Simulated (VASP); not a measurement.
Al:

```
CELL_PARAMETERS angstrom
2.77444 0.00000 0.00000
-1.38722 2.40274 0.00000
0.00000 0.00000 4.80107
ATOMIC_POSITIONS crystal
Al 0.33333 0.66667 0.25000
Al 0.66667 0.33333 0.75000
```

Base run:

| Property | Result |
| --- | --- |
| Program | VASP 6.6.1 |
| Functional | r2SCAN |
| Potentials or basis | VASP PAW PBE potentials, release 64 (Al) |
| Cutoff | 520 eV |
| k mesh | 11 × 11 × 6 |
| Occupations | fermi-dirac, width 0.05 eV |
| Spin | no spin polarisation |

Its results: band gap on the k mesh zero (band 3 reaches 12.06 eV, above the bottom of band 4 at 5.26 eV); pressure 0.2 GPa.

Task: The run is repeated on the same cell with these changes: functional from r2SCAN to PBEsol. What comes out?

Result: Band gap on the k mesh zero (band 3 reaches 11.79 eV, above the bottom of band 4 at 5.30 eV); pressure 2.0 GPa.

Caveats: the PAW data sets were made with another functional, which shifts forces and pressure a little.
